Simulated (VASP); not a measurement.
# NaCl (Fm-3m) in VASP: further runs, part 3 of 3

VASP 6.6.1. The steps go on from the part before.

### Step 5. Vibrations by perturbation theory, LDA

This run uses another cell than the first one, of 18.48 Å³/atom.

Input file INCAR:

```
SYSTEM = NaCl
ALGO = Normal
EDIFF = 1E-8
ENCUT = 520
IBRION = 8
ISIF = 2
ISMEAR = 0
LASPH = .True.
LCHARG = .False.
LREAL = .False.
LWAVE = .False.
NBANDS = 14
NELM = 80
NSW = 1
PREC = Accurate
SIGMA = 0.01
```

Input file KPOINTS:

```
k-points
0
Gamma
  8 8 8
  0 0 0
```

Input file POSCAR:

```
NaCl
1.0
    2.6436731040      2.6436731040      0.0000000000
   -2.6436731040      2.6436731040      0.0000000000
    0.0000000000      2.6436731040      2.6436731040
Na Cl
1 1
Direct
    0.0000000000      0.0000000000      0.0000000000
    0.5000000000      0.5000000000      0.0000000000
```

Potentials or basis: VASP PAW LDA potentials, release 64 (Na_pv, Cl).

Run with:

```
cat potpaw_LDA.64/Na_pv/POTCAR potpaw_LDA.64/Cl/POTCAR > POTCAR
mpirun -np 1 vasp_std > vasp.out
```

OUTCAR:

```text
SYSTEM = NaCl
   EDIFF = 1E-8
   ENCUT = 520
   IBRION = 8
   ISIF = 2
   ISMEAR = 0
   LASPH = .True.
   LREAL = .False.
   NELM = 80
   NSW = 1
   PREC = Accurate

 ion  position               nearest neighbor table
   1  0.000  0.000  0.000-   2 2.64   2 2.64   2 2.64   2 2.64   2 2.64   2 2.64
   2  0.500  0.500  0.000-   1 2.64   1 2.64   1 2.64   1 2.64   1 2.64   1 2.64

  LATTYP: Found a face centered cubic cell.
 ALAT       =     5.2873462080

  Lattice vectors:

 A1 = (   0.0000000000,   2.6436731040,   2.6436731040)
 A2 = (   2.6436731040,   0.0000000000,   2.6436731040)
 A3 = (   2.6436731040,   2.6436731040,   0.0000000000)

Analysis of symmetry for initial positions (statically):
=====================================================================
 Subroutine PRICEL returns:
 Original cell was already a primitive cell.

 Routine SETGRP: Setting up the symmetry group for a
 face centered cubic supercell.

 Subroutine GETGRP returns: Found 48 space group operations
 (whereof 48 operations were pure point group operations)
 out of a pool of 48 trial point group operations.

The static configuration has the point symmetry O_h .

Analysis of symmetry for dynamics (positions and initial velocities):
=====================================================================
 Subroutine PRICEL returns:
 Original cell was already a primitive cell.

 Routine SETGRP: Setting up the symmetry group for a
 face centered cubic supercell.

 Subroutine GETGRP returns: Found 48 space group operations
 (whereof 48 operations were pure point group operations)
 out of a pool of 48 trial point group operations.

The dynamic configuration has the point symmetry O_h .

 Subroutine INISYM returns: Found 48 space group operations
 (whereof 48 operations are pure point group operations),
 and found     1 'primitive' translations

----------------------------------------------------------------------------------------

                                     Primitive cell

  volume of cell :      36.9533

  direct lattice vectors                    reciprocal lattice vectors
     2.643673104  2.643673104  0.000000000     0.189130797  0.189130797 -0.189130797
    -2.643673104  2.643673104  0.000000000    -0.189130797  0.189130797 -0.189130797
     0.000000000  2.643673104  2.643673104     0.000000000  0.000000000  0.378261593

  length of vectors
     3.738718358  3.738718358  3.738718358     0.327584149  0.327584149  0.378261593

  position of ions in fractional coordinates (direct lattice)
     0.000000000  0.000000000  0.000000000
     0.500000000  0.500000000  0.000000000

  ion indices of the primitive-cell ions
   primitive index   ion index
                 1           1
[... 140 lines left out ...]
      9      11.3290      0.00000
     10      11.3290      0.00000
     11      11.3290      0.00000
     12      13.8320      0.00000
     13      13.8320      0.00000
     14      15.5269      0.00000
[... 377 lines left out ...]
      1     -20.2322      2.00000
      2     -20.1911      2.00000
      3     -20.1818      2.00000
      4     -12.1043      2.00000
      5      -1.9848      2.00000
      6      -0.7676      2.00000
      7      -0.2660      2.00000
      8       8.7997      0.00000
      9      10.2109      0.00000
     10      11.2336      0.00000
     11      12.4754      0.00000
     12      15.3964      0.00000
     13      16.9910      0.00000
     14      18.0511      0.00000

 [... further k-points ...]

------------------------ aborting loop because EDIFF is reached ----------------------------------------

  FORCE on cell =-STRESS in cart. coord.  units (eV):
  Direction    XX          YY          ZZ          XY          YZ          ZX
  --------------------------------------------------------------------------------------
  -------------------------------------------------------------------------------------
  Total        0.9272999      0.9272999      0.9272999     -0.0000000      0.0000000     -0.0000000
  in kB       40.2047653     40.2047653     40.2047653     -0.0000000      0.0000000     -0.0000000
  external PRESSURE =      40.2047653 kB  Pullay stress =       0.0000000 kB

 VOLUME and BASIS-vectors are now :
 -----------------------------------------------------------------------------
  energy-cutoff  :      520.00
  volume of cell :       36.95
      direct lattice vectors                 reciprocal lattice vectors
     2.643673104  2.643673104  0.000000000     0.189130797  0.189130797 -0.189130797
    -2.643673104  2.643673104  0.000000000    -0.189130797  0.189130797 -0.189130797
     0.000000000  2.643673104  2.643673104     0.000000000  0.000000000  0.378261593

 POSITION                                       TOTAL-FORCE (eV/Angst)
 -----------------------------------------------------------------------------------
      0.00000      0.00000      0.00000        -0.000000     -0.000000      0.000000
      0.00000      2.64367      0.00000         0.000000      0.000000      0.000000
 -----------------------------------------------------------------------------------
    total drift:                               -0.000000      0.000000     -0.000000

  FREE ENERGIE OF THE ION-ELECTRON SYSTEM (eV)
  ---------------------------------------------------
  free  energy   TOTEN  =        -7.3441327390 eV

  energy  without entropy=       -7.3441327390  energy(sigma->0) =       -7.34413274

[... ionic steps 2 to 3 ...]

--------------------------------------- Ionic step        4  -------------------------------------------

------------------------ aborting loop because EDIFF is reached ----------------------------------------

[... ionic steps 5 to 6 ...]

--------------------------------------- Ionic step        7  -------------------------------------------

 Free energy of the ion-electron system (eV)
  ---------------------------------------------------
  ---------------------------------------------------
  free energy    TOTEN  =        -0.18798218 eV

  energy without entropy =       -0.18798218

------------------------ aborting loop because EDIFF is reached ----------------------------------------

 INTERNAL STRAIN TENSOR  FOR ION    2  DIRECTION 1   (eV/Angst):
 -----------------------------------------------------------------------------
    -0.01015  0.00000  0.00000
    -0.00000  0.00011 -0.00000
    -0.00000 -0.00000  0.00011

 INTERNAL STRAIN TENSOR FOR ION    2 for displacements in x,y,z  (eV/Angst):
          X           Y           Z          XY          YZ          ZX
  --------------------------------------------------------------------------------
  x     0.00000     0.00000     0.00000     0.00000     0.00000     0.00000
  y     0.00000     0.00000     0.00000     0.00000     0.00000     0.00000
  z     0.00000     0.00000     0.00000     0.00000     0.00000     0.00000

 SECOND DERIVATIVES (NOT SYMMETRIZED)
 ------------------------------------
               1X          1Y          1Z          2X          2Y          2Z
  1X    -2.842484    0.000000   -0.000000    2.842484   -0.000000    0.000000
  1Y    -0.000000   -2.842484    0.000000    0.000000    2.842484   -0.000000
  1Z     0.000000    0.000000   -2.842484   -0.000000   -0.000000    2.842484
  2X     2.846005   -0.000000    0.000000   -2.846005    0.000000   -0.000000
  2Y     0.000000    2.846005   -0.000000   -0.000000   -2.846005    0.000000
  2Z     0.000000    0.000000    2.846005   -0.000000   -0.000000   -2.846005

 Eigenvectors and eigenvalues of the dynamical matrix
 ----------------------------------------------------

   1 f  =    7.059531 THz    44.356339 2PiTHz  235.480596 cm-1    29.195860 meV
             X         Y         Z           dx          dy          dz
      0.000000  0.000000  0.000000     0.778672   -0.000000   -0.000000
      0.000000  2.643673  0.000000    -0.627431   -0.000000    0.000000
[... 21 lines left out ...]
   6 f/i=    0.002135 THz     0.013414 2PiTHz    0.071213 cm-1     0.008829 meV
             X         Y         Z           dx          dy          dz
      0.000000  0.000000  0.000000     0.063852   -0.138666    0.608576
      0.000000  2.643673  0.000000     0.079243   -0.172091    0.755271

--------------------------------------------------------------------------------------------------------

 ELASTIC MODULI CONTR FROM IONIC RELAXATION (kBar)
 Direction    XX          YY          ZZ          XY          YZ          ZX
 --------------------------------------------------------------------------------
 XX           0.0000      0.0000      0.0000      0.0000      0.0000      0.0000
 YY           0.0000      0.0000      0.0000      0.0000      0.0000      0.0000
 ZZ           0.0000      0.0000      0.0000      0.0000      0.0000      0.0000
 XY           0.0000      0.0000      0.0000      0.0000      0.0000      0.0000
 YZ           0.0000      0.0000      0.0000      0.0000      0.0000      0.0000
 ZX           0.0000      0.0000      0.0000      0.0000      0.0000      0.0000
 --------------------------------------------------------------------------------
```

OSZICAR:

```text
N       E                     dE             d eps       ncg     rms          rms(c)
DAV:   1     0.100007268473E+03    0.10001E+03   -0.71491E+03   812   0.106E+03
DAV:   2    -0.476899532950E+00   -0.10048E+03   -0.92622E+02   886   0.282E+02
DAV:   3    -0.742662730210E+01   -0.69497E+01   -0.69120E+01  1052   0.689E+01
DAV:   4    -0.752375784295E+01   -0.97131E-01   -0.97098E-01   950   0.865E+00
DAV:   5    -0.752559824881E+01   -0.18404E-02   -0.18404E-02  1052   0.121E+00    0.221E+00
[... 41 lines left out ...]
RMM:  11    -0.187982152311E+00   -0.23844E-07    0.24232E-07  3403   0.456E-05    0.450E-06
RMM:  12    -0.187982177864E+00   -0.25554E-07    0.25839E-07  3014   0.358E-05    0.115E-06
RMM:  13    -0.187982175832E+00    0.20329E-08    0.24062E-07  2094   0.333E-05    0.224E-07
RMM:  14    -0.187982175150E+00    0.68189E-09    0.26637E-07  1859   0.326E-05    0.122E-07
RMM:  15    -0.187982175204E+00   -0.54677E-10    0.25978E-07  1665   0.324E-05    0.163E-08
 Linear response finished
```

stdout:

```text
POSCAR found type information on POSCAR NaCl
 POSCAR found :  2 types and       2 ions
 scaLAPACK will be used
 LDA part: xc-table for (Slater(with rela. corr.)+CA(PZ))
 , standard interpolation
 POSCAR, INCAR and KPOINTS ok, starting setup
 FFT: planning ... GRIDC
 FFT: planning ... GRID_SOFT
 FFT: planning ... GRID
 WAVECAR not read
 entering main loop
 Linear response reoptimize wavefunctions to high precision
 Linear response DOF=           2
 Linear response progress:
 first order change of Fermi-energy  -0.21006E-03
 force on displaced ion       1 direction 1 :  -2.842   0.000   0.000
 Linear response progress:
 first order change of Fermi-energy   0.52995E-03
 force on displaced ion       2 direction 1 :  -2.846   0.000   0.000
 Linear response finished
```

Wall time 44 s (1 thread of Intel Xeon 6975P-C (Granite Rapids), shared host); peak memory 0.19 GiB.

What came out:

- Highest phonon frequency at Γ, LO-TO splitting left out: 235 cm⁻¹

Phonon frequencies in cm⁻¹ (negative: imaginary):
| q point | frequencies |
| --- | --- |
| (0.000, 0.000, 0.000) | 0 0 0 235 235 235 |

Caveat: the cell stands under pressure or tension, which shifts response properties.
